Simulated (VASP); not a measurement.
CsPbCl3, 5 atoms in the cell. It takes space group Pm-3m (No. 221, cubic). Conventional cell: a = 5.529 Å, b = 5.529 Å, c = 5.529 Å, α = 90.00°, β = 90.00°, γ = 90.00°. Cs (site symmetry m-3m) has 12 Cl at 3.91 Å and 8 Pb at 4.79 Å within 5.1 Å. Within 3.6 Å of Pb (site symmetry m-3m) lie 6 Cl at 2.76 Å. Cl (site symmetry 4/mmm) has 2 Pb at 2.76 Å within 3.6 Å. 

| Property | Result |
| --- | --- |
| Program | VASP 6.6.1 |
| Task | single point |
| Functional | LDA |
| Potentials or basis | VASP PAW LDA potentials, release 64 (Cs_sv, Pb_d, Cl) |
| Cutoff | 520 eV |
| k mesh | 4 × 4 × 4 |
| Occupations | fermi-dirac, width 0.02 eV |
| Spin | no spin polarisation |
| Dipole correction | no |
| Further INCAR settings | ALGO = Normal; EDIFF = 1e-06; NBANDS = 30 |

Potentials or basis: VASP PAW LDA potentials, release 64 (Cs_sv, Pb_d, Cl).

Run with:

```console
$ cat potpaw_LDA.64/Cs_sv/POTCAR potpaw_LDA.64/Pb_d/POTCAR potpaw_LDA.64/Cl/POTCAR > POTCAR
$ mpirun -np 1 vasp_std > vasp.out
```

Hardware: 1 thread of Intel(R) Xeon(R) Platinum 8488C (Sapphire Rapids), with other jobs on the host.

Question: Estimate the wall time of this run.

Answer: Wall time 32 s on 1 thread of Intel(R) Xeon(R) Platinum 8488C (Sapphire Rapids), with other jobs on the host, peak memory 0.23 GiB. Counts: scf iterations 13, k points 10.
